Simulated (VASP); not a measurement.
A run of VASP 6.6.1 is set up as follows.

Contents of INCAR:

```
SYSTEM = Lu2Sc3N
ALGO = Normal ; EDIFF = 1E-7
ENCUT = 520 ; GGA = PE
ISIF = 2 ; ISMEAR = 0
LASPH = .TRUE. ; LCHARG = .FALSE.
LREAL = .FALSE. ; LWAVE = .FALSE.
NBANDS = 53 ; NELM = 100
PREC = Accurate ; SIGMA = 0.1
```

Contents of KPOINTS:

```
k-points
0
G
  6 6 4
  0 0 0
```

POSCAR

```
Lu2Sc3N
1.0
    5.6405069942      0.0000000000      0.0000000000
   -2.8202534971      4.8848223472      0.0000000000
    0.0000000000      0.0000000000      5.8074204817
Lu Sc N
2 3 1
Direct
    0.3333333333      0.6666666667      0.0000000000
    0.6666666667      0.3333333333      0.0000000000
    0.5000000000      0.0000000000      0.5000000000
    0.5000000000      0.5000000000      0.5000000000
    0.0000000000      0.5000000000      0.5000000000
    0.0000000000      0.0000000000      0.0000000000
```

Potentials or basis: VASP PAW PBE potentials, release 64 (Lu, Sc_sv, N).

Launch:

```bash
$ cat potpaw_PBE.64/Lu/POTCAR potpaw_PBE.64/Sc_sv/POTCAR potpaw_PBE.64/N/POTCAR > POTCAR
$ mpirun -np 1 vasp_std > vasp.out
```

**Question.** Estimate the pressure.

**Answer.** 0.2 GPa.

**Question.** Predict the band gap on the k mesh.

**Answer.** Zero (bands 44 and 45 overlap by 0.32 eV).

Stress tensor (GPa, compression positive):
```
0.12 0.00 0.00
0.00 0.12 0.00
0.00 0.00 0.30
```

Caveat: spin-orbit coupling is left out, which moves the levels of the heavy elements.
